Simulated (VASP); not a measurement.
# CaO (rock salt type) (Fm-3m) in VASP: further runs

CaO (rock salt type) is run at these levels: PBE; tasks: single point.

Program: VASP 6.6.1. These are calculated values, not measurements. Logs are shortened: lines on timing, memory, paths and dates and some standing lists are left out, and cuts for length are marked.

## 1. The cell of the first run

It takes space group Fm-3m (No. 225, cubic). Conventional cell: a = 4.799 Å, b = 4.799 Å, c = 4.799 Å, α = 90.00°, β = 90.00°, γ = 90.00°. Ca (site symmetry m-3m) has 6 O at 2.40 Å within 3.2 Å. Within 3.2 Å of O (site symmetry m-3m) lie 6 Ca at 2.40 Å.

## 2. Single point, PBE

The input, INCAR:

```
SYSTEM = CaO
PREC = Accurate
ENCUT = 520
EDIFF = 1E-6
ISMEAR = -1
SIGMA = 0.06122561905347299
LREAL = .False.
LASPH = .True.
NELM = 60
ALGO = Normal
ISIF = 2
LWAVE = .False.
LCHARG = .False.
GGA = PE
NBANDS = 15
```

The input, KPOINTS:

```
Automatic mesh
0
Gamma
  13 13 13
  0 0 0
```

The input, POSCAR:

```
CaO
1.0
    0.0000000000      2.3993654360      2.3993654360
    2.3993654360      0.0000000000      2.3993654360
    2.3993654360      2.3993654360      0.0000000000
Ca O
1 1
Direct
    0.0000000000      0.0000000000      0.0000000000
    0.5000000000      0.5000000000      0.5000000000
```

Potentials or basis: VASP PAW PBE potentials, release 64 (Ca_sv, O).

Started as:

```sh
$ cat potpaw_PBE.64/Ca_sv/POTCAR potpaw_PBE.64/O/POTCAR > POTCAR
$ mpirun -np 1 vasp_std > vasp.out
```

OUTCAR:

```text
SYSTEM = CaO
   PREC = Accurate
   ENCUT = 520
   EDIFF = 1E-6
   ISMEAR = -1
   LREAL = .False.
   LASPH = .True.
   NELM = 60
   ISIF = 2
   GGA = PE

 ion  position               nearest neighbor table
   1  0.000  0.000  0.000-   2 2.40   2 2.40   2 2.40   2 2.40   2 2.40   2 2.40
   2  0.500  0.500  0.500-   1 2.40   1 2.40   1 2.40   1 2.40   1 2.40   1 2.40

  LATTYP: Found a face centered cubic cell.
 ALAT       =     4.7987308720

  Lattice vectors:

 A1 = (   0.0000000000,   2.3993654360,   2.3993654360)
 A2 = (   2.3993654360,   0.0000000000,   2.3993654360)
 A3 = (   2.3993654360,   2.3993654360,   0.0000000000)

Analysis of symmetry for initial positions (statically):
=====================================================================
 Subroutine PRICEL returns:
 Original cell was already a primitive cell.

 Routine SETGRP: Setting up the symmetry group for a
 face centered cubic supercell.

 Subroutine GETGRP returns: Found 48 space group operations
 (whereof 48 operations were pure point group operations)
 out of a pool of 48 trial point group operations.

The static configuration has the point symmetry O_h .

Analysis of symmetry for dynamics (positions and initial velocities):
=====================================================================
 Subroutine PRICEL returns:
 Original cell was already a primitive cell.

 Routine SETGRP: Setting up the symmetry group for a
 face centered cubic supercell.

 Subroutine GETGRP returns: Found 48 space group operations
 (whereof 48 operations were pure point group operations)
 out of a pool of 48 trial point group operations.

The dynamic configuration has the point symmetry O_h .

 Subroutine INISYM returns: Found 48 space group operations
 (whereof 48 operations are pure point group operations),
 and found     1 'primitive' translations

----------------------------------------------------------------------------------------

                                     Primitive cell

  volume of cell :      27.6261

  direct lattice vectors                    reciprocal lattice vectors
     0.000000000  2.399365436  2.399365436    -0.208388432  0.208388432  0.208388432
     2.399365436  0.000000000  2.399365436     0.208388432 -0.208388432  0.208388432
     2.399365436  2.399365436  0.000000000     0.208388432  0.208388432 -0.208388432

  length of vectors
[... 91 lines left out ...]
   TEBEG  =    0.0;   TEEND  =   0.0 temperature during run
   PSTRESS=    0.0 pullay stress
   NELECT =      16.0000    total number of electrons
   NUPDOWN=      -1.0000    fix difference up-down
   EMIN   =  10.00;   EMAX   =-10.00  energy-range for DOS
   EFERMI =   0.00;   METHOD = LEGACY
   ISMEAR =    -1;   SIGMA  =   0.06  broadening in eV -4-tet -1-fermi 0-gaus
   EFERMI_NEDOS =   21; number of points for ismear=-14 and -15
   IALGO  =     38    algorithm
   IMIX   =      4    mixing-type and parameters
     AMIX     =   0.40;   BMIX     =  1.00
     AMIX_MAG =   1.60;   BMIX_MAG =  1.00
  volume/ion in A,a.u.               =      13.81        93.21
  Fermi-wavevector in a.u.,A,eV,Ry     =   1.364610  2.578738 25.336217  1.862159
  Thomas-Fermi vector in A             =   2.490910
   LORBIT       =      0    0 simple, 1 ext, 2 COOP (PROOUT), +10 PAW based schemes
   GGA     = PE    functional components
   LHFCALC =     F    Hartree Fock is set to
   AEXX    =    0.0000 exact exchange contribution
   IVDW    =     0    specifies the selected vdW correction
   LEPSILON=     F    determine dielectric tensor
   LRPA    =     F    only Hartree local field effects (RPA)
 non-spin polarized calculation
  energy-cutoff  :      520.00
  volume of cell :       27.63
 maximum number of plane-waves:       757
 NGX is ok and might be reduce to    28
   NGX = 13   NGY = 13   NGZ = 13

 number of electron      15.9999997 magnetization

 Free energy of the ion-electron system (eV)
  ---------------------------------------------------
  ext. energy  EPLUGINS =         0.00000000
  ---------------------------------------------------
  free energy    TOTEN  =       -12.79892784 eV

  energy without entropy =      -12.79892784  energy(sigma->0) =      -12.79892784

 E-fermi :   3.6383     XC(G=0): -10.4987

 val. band max:        2.3775083204   @ k =   0.0000   0.0000   0.0000
 cond. band min:       6.0386847182   @ k =   0.4615   0.4615   0.0000
 fundamental gap:      3.6611763978
 Fermi energy:         3.6382521702

 k-point     1 :       0.0000    0.0000    0.0000
  band No.  band energies     occupation
      1     -35.2402      2.00000
      2     -16.0006      2.00000
      3     -16.0006      2.00000
      4     -16.0006      2.00000
      5     -13.1640      2.00000
      6       2.3775      2.00000
      7       2.3775      2.00000
      8       2.3775      2.00000
      9       7.1295      0.00000
     10       8.6144      0.00000
     11       8.6144      0.00000
     12       8.6144      0.00000
     13      10.1264      0.00000
     14      10.1264      0.00000
[... 401 lines left out ...]
      2     -16.9579      2.00000
      3     -16.1360      2.00000
      4     -16.0987      2.00000
      5     -12.1794      2.00000
      6       0.1731      2.00000
      7       1.2296      2.00000
      8       1.4211      2.00000
      9       8.5262      0.00000
     10      10.0746      0.00000
     11      10.9563      0.00000
     12      11.2942      0.00000
     13      12.2517      0.00000
     14      13.2419      0.00000
     15      16.8674      0.00000

 [... further k-points ...]

------------------------ aborting loop because EDIFF is reached ----------------------------------------

  FORCE on cell =-STRESS in cart. coord.  units (eV):
  Direction    XX          YY          ZZ          XY          YZ          ZX
  --------------------------------------------------------------------------------------
  -------------------------------------------------------------------------------------
  Total        0.4799806      0.4799806      0.4799806      0.0000000      0.0000000      0.0000000
  in kB       27.8365267     27.8365267     27.8365267      0.0000000      0.0000000      0.0000000
  external PRESSURE =      27.8365267 kB  Pullay stress =       0.0000000 kB

 VOLUME and BASIS-vectors are now :
 -----------------------------------------------------------------------------
  energy-cutoff  :      520.00
  volume of cell :       27.63
      direct lattice vectors                 reciprocal lattice vectors
     0.000000000  2.399365436  2.399365436    -0.208388432  0.208388432  0.208388432
     2.399365436  0.000000000  2.399365436     0.208388432 -0.208388432  0.208388432
     2.399365436  2.399365436  0.000000000     0.208388432  0.208388432 -0.208388432

 POSITION                                       TOTAL-FORCE (eV/Angst)
 -----------------------------------------------------------------------------------
      0.00000      0.00000      0.00000         0.000000      0.000000      0.000000
      2.39937      2.39937      2.39937         0.000000      0.000000     -0.000000
 -----------------------------------------------------------------------------------
    total drift:                                0.000000      0.000000      0.000000

  FREE ENERGIE OF THE ION-ELECTRON SYSTEM (eV)
  ---------------------------------------------------
  free  energy   TOTEN  =       -12.7989278398 eV

  energy  without entropy=      -12.7989278397  energy(sigma->0) =      -12.79892784
```

Run time: 36 s. Hardware: 1 thread of Intel Xeon Platinum 8259CL at 2.50GHz (Skylake/Cascade Lake), shared host; peak memory 0.18 GiB.

What came out:

* Free energy: -12.7989 eV
* Pressure: 2.8 GPa
* Band gap on the k mesh: 3.66 eV (least direct gap 4.03 eV)

Levels at points of the mesh, in eV from the valence-band top:
```csv
k point,band 5,band 6,band 7,band 8,band 9,band 10,band 11,band 12
"(0.00, 0.00, 0.00)",-15.54,0.00,0.00,0.00,4.75,6.24,6.24,6.24
```

Caveat: an odd mesh through Γ misses points on the zone boundary, where band edges can lie.

## 3. Single point, PBE

This run uses another cell than the first one, of 14.09 Å³/atom.

The input, INCAR:

```
  PREC = Accurate
  ENCUT = 520
  EDIFF = 1E-7
  ISMEAR = -1
  SIGMA = 0.06122561905347299
  LREAL = F
  LASPH = T
  NELM = 100
  ALGO = Normal
  ISIF = 2
  LWAVE = F
  LCHARG = F
  GGA = PE
  NBANDS = 15
```

The input, KPOINTS:

```
regular mesh
0
Gamma
  13 13 13
```

The input, POSCAR:

```
CaO
1.0
    0.0000000000      2.4155778564      2.4155778564
    2.4155778564      0.0000000000      2.4155778564
    2.4155778564      2.4155778564      0.0000000000
Ca O
1 1
Direct
    0.0000000000      0.0000000000      0.0000000000
    0.5000000000      0.5000000000      0.5000000000
```

Potentials or basis: VASP PAW PBE potentials, release 64 (Ca_sv, O).

Started as:

```sh
$ cat potpaw_PBE.64/Ca_sv/POTCAR potpaw_PBE.64/O/POTCAR > POTCAR
$ mpirun -np 1 vasp_std > vasp.out
```

Run time: 43 s. Hardware: 1 thread of Intel Xeon Platinum 8259CL at 2.50GHz (Skylake/Cascade Lake), shared host; peak memory 0.18 GiB.

It converged, with:

```yaml
Free_energy: -12.8054 eV
Pressure: 0.5 GPa
Band_gap_on_the_k_mesh: 3.67 eV (least direct gap 4.04 eV)
```

Levels at points of the mesh, in eV from the valence-band top:
```
           k point  band 6  band 7  band 8  band 9  band 10  band 11
(0.00, 0.00, 0.00)    0.00    0.00    0.00    4.59     6.19     6.19
```

Caveat: an odd mesh through Γ misses points on the zone boundary, where band edges can lie.

## 4. Single point, PBE

This run uses another cell than the first one, of 14.38 Å³/atom.

The input, INCAR:

```
PREC = Accurate
ENCUT = 520
EDIFF = 1E-6
ISMEAR = -1
SIGMA = 0.06122561905347299
LREAL = F
LASPH = T
NELM = 80
ALGO = Normal
ISIF = 2
LWAVE = F
LCHARG = F
GGA = PE
NBANDS = 15
```

The input, KPOINTS:

```
Automatic mesh
0
Gamma
  13 13 13
```

The input, POSCAR:

```
CaO
1.0
    0.0000000000      2.4315755270      2.4315755270
    2.4315755270      0.0000000000      2.4315755270
    2.4315755270      2.4315755270      0.0000000000
Ca O
1 1
Direct
    0.0000000000      0.0000000000      0.0000000000
    0.5000000000      0.5000000000      0.5000000000
```

Potentials or basis: VASP PAW PBE potentials, release 64 (Ca_sv, O).

Started as:

```sh
$ cat potpaw_PBE.64/Ca_sv/POTCAR potpaw_PBE.64/O/POTCAR > POTCAR
$ mpirun -np 1 vasp_std > vasp.out
```

OUTCAR:

```text
PREC = Accurate
   ENCUT = 520
   EDIFF = 1E-6
   ISMEAR = -1
   LREAL = F
   LASPH = T
   NELM = 80
   ISIF = 2
   GGA = PE

 ion  position               nearest neighbor table
   1  0.000  0.000  0.000-   2 2.43   2 2.43   2 2.43   2 2.43   2 2.43   2 2.43
   2  0.500  0.500  0.500-   1 2.43   1 2.43   1 2.43   1 2.43   1 2.43   1 2.43

  LATTYP: Found a face centered cubic cell.
 ALAT       =     4.8631510540

  Lattice vectors:

 A1 = (   0.0000000000,   2.4315755270,   2.4315755270)
 A2 = (   2.4315755270,   0.0000000000,   2.4315755270)
 A3 = (   2.4315755270,   2.4315755270,   0.0000000000)

Analysis of symmetry for initial positions (statically):
=====================================================================
 Subroutine PRICEL returns:
 Original cell was already a primitive cell.

 Routine SETGRP: Setting up the symmetry group for a
 face centered cubic supercell.

 Subroutine GETGRP returns: Found 48 space group operations
 (whereof 48 operations were pure point group operations)
 out of a pool of 48 trial point group operations.

The static configuration has the point symmetry O_h .

[... 175 lines left out ...]
      7       2.1544      2.00000
      8       2.1544      2.00000
      9       6.5873      0.00000
     10       8.2909      0.00000
     11       8.2909      0.00000
     12       8.2909      0.00000
     13       9.7341      0.00000
     14       9.7341      0.00000
[... 401 lines left out ...]
      2     -17.2294      2.00000
      3     -16.5361      2.00000
      4     -16.5039      2.00000
      5     -12.4526      2.00000
      6       0.0183      2.00000
      7       1.0647      2.00000
      8       1.2519      2.00000
      9       8.1826      0.00000
     10       9.6158      0.00000
     11      10.5056      0.00000
     12      10.7669      0.00000
     13      11.7359      0.00000
     14      12.6676      0.00000
     15      16.1317      0.00000

 [... further k-points ...]

------------------------ aborting loop because EDIFF is reached ----------------------------------------

  FORCE on cell =-STRESS in cart. coord.  units (eV):
  Direction    XX          YY          ZZ          XY          YZ          ZX
  --------------------------------------------------------------------------------------
  -------------------------------------------------------------------------------------
  Total       -0.2764038     -0.2764038     -0.2764038     -0.0000000     -0.0000000     -0.0000000
  in kB      -15.4014397    -15.4014397    -15.4014397     -0.0000000     -0.0000000     -0.0000000
  external PRESSURE =     -15.4014397 kB  Pullay stress =       0.0000000 kB

 VOLUME and BASIS-vectors are now :
 -----------------------------------------------------------------------------
  energy-cutoff  :      520.00
  volume of cell :       28.75
      direct lattice vectors                 reciprocal lattice vectors
     0.000000000  2.431575527  2.431575527    -0.205627995  0.205627995  0.205627995
     2.431575527  0.000000000  2.431575527     0.205627995 -0.205627995  0.205627995
     2.431575527  2.431575527  0.000000000     0.205627995  0.205627995 -0.205627995

 POSITION                                       TOTAL-FORCE (eV/Angst)
 -----------------------------------------------------------------------------------
      0.00000      0.00000      0.00000        -0.000000     -0.000000     -0.000000
      2.43158      2.43158      2.43158         0.000000      0.000000      0.000000
 -----------------------------------------------------------------------------------
    total drift:                                0.000000      0.000000      0.000000

  FREE ENERGIE OF THE ION-ELECTRON SYSTEM (eV)
  ---------------------------------------------------
  free  energy   TOTEN  =       -12.8041506913 eV

  energy  without entropy=      -12.8041506913  energy(sigma->0) =      -12.80415069
```

It took 41 s on 1 thread of Intel Xeon Platinum 8259CL at 2.50GHz (Skylake/Cascade Lake), shared host; peak memory 0.18 GiB.

What came out:

```
Free energy            : -12.8042 eV
Pressure               : -1.5 GPa
Band gap on the k mesh : 3.67 eV (least direct gap 4.05 eV)
```

Caveat: an odd mesh through Γ misses points on the zone boundary, where band edges can lie.

## 5. Single point, PBE

This run uses another cell than the first one, of 14.66 Å³/atom.

The input, INCAR:

```
PREC     = Accurate       # precision mode
ENCUT    = 520            # plane-wave cutoff, eV
EDIFF    = 1E-6           # SCF threshold, eV
ISMEAR   = -1             # smearing method
SIGMA    = 0.06122561905347299 # smearing width, eV
LREAL    = F              # projectors in reciprocal space
LASPH    = T              # aspherical terms in the spheres
NELM     = 80             # most SCF steps
ALGO     = Normal         # electronic algorithm
ISIF     = 2              # what is computed and relaxed
LWAVE    = F              # write WAVECAR
LCHARG   = T              # write CHGCAR
GGA      = PE             # functional
LELF     = T              # ELF
LVHAR    = T            
NBANDS   = 15             # bands
```

KPOINTS is that of step 4.

The input, POSCAR:

```
CaO
1.0
    0.0000000000      2.4473654209      2.4473654209
    2.4473654209      0.0000000000      2.4473654209
    2.4473654209      2.4473654209      0.0000000000
Ca O
1 1
Direct
    0.0000000000      0.0000000000      0.0000000000
    0.5000000000      0.5000000000      0.5000000000
```

Started as:

```sh
$ cat potpaw_PBE.64/Ca_sv/POTCAR potpaw_PBE.64/O/POTCAR > POTCAR
$ mpirun -np 1 vasp_std > vasp.out
```

Run time: 41 s. Hardware: 1 thread of Intel Xeon Platinum 8259CL at 2.50GHz (Skylake/Cascade Lake), shared host; peak memory 0.18 GiB.

It converged, with:

- Free energy: -12.7961 eV
- Pressure: -3.4 GPa
- Band gap on the k mesh: 3.67 eV (least direct gap 4.05 eV)

Levels at points of the mesh, in eV from the valence-band top:
| k point | band 5 | band 6 | band 7 | band 8 | band 9 | band 10 | band 11 | band 12 |
| --- | --- | --- | --- | --- | --- | --- | --- | --- |
| (0.00, 0.00, 0.00) | -15.43 | 0.00 | 0.00 | 0.00 | 4.28 | 6.09 | 6.09 | 6.09 |

Caveat: the cell stands under tension; an odd mesh through Γ misses points on the zone boundary, where band edges can lie.

## 6. Single point, PBE

This run uses another cell than the first one, of 14.66 Å³/atom.

The input, INCAR:

```
SYSTEM = CaO
ALGO = Normal
EDIFF = 1E-6
ENCUT = 520
GGA = PE
ISIF = 2
ISMEAR = -1
LASPH = .TRUE.
LCHARG = .FALSE.
LREAL = .FALSE.
LWAVE = .FALSE.
NBANDS = 15
NELM = 60
PREC = Accurate
SIGMA = 0.06122561905347299
```

The input, KPOINTS:

```
k-points
0
G
  13 13 13
  0 0 0
```

POSCAR is that of step 5.

Potentials or basis: VASP PAW PBE potentials, release 64 (Ca_sv, O).

Started as:

```sh
$ cat potpaw_PBE.64/Ca_sv/POTCAR potpaw_PBE.64/O/POTCAR > POTCAR
$ mpirun -np 1 vasp_std > vasp.out
```

Wall time 35 s (1 thread of Intel Xeon Platinum 8259CL at 2.50GHz (Skylake/Cascade Lake), shared host); peak memory 0.18 GiB.

The run converged. Its results:

```
Free energy            : -12.7961 eV
Pressure               : -3.4 GPa
Band gap on the k mesh : 3.67 eV (least direct gap 4.05 eV)
```

Levels at points of the mesh, in eV from the valence-band top:
```tsv
k point	band 5	band 6	band 7	band 8	band 9	band 10	band 11	band 12
(0.00, 0.00, 0.00)	-15.43	0.00	0.00	0.00	4.28	6.09	6.09	6.09
```

Caveat: the cell stands under tension; an odd mesh through Γ misses points on the zone boundary, where band edges can lie.

## 7. The runs side by side

```csv
cell,gap on the mesh (eV),pressure (GPa)
"a = 3.393 Å, angles 60.0°, 2 atoms",3.66,2.8
"a = 3.416 Å, angles 60.0°, 2 atoms",3.67,0.5
"a = 3.439 Å, angles 60.0°, 2 atoms",3.67,-1.5
"a = 3.461 Å, angles 60.0°, 2 atoms",3.67,-3.4
```

Alike in all rows: task single point; level PBE; potentials or basis VASP PAW PBE potentials, release 64 (Ca_sv, O); no spin polarisation; k mesh 13 × 13 × 13; cutoff (eV) 520; smearing fermi-dirac 0.0612256 eV.

Caveats: an odd mesh through Γ misses points on the zone boundary, where band edges can lie; the cell stands under tension (at least some runs).

Total energies depend on the potentials used, so only differences within one code and one set of settings carry meaning.
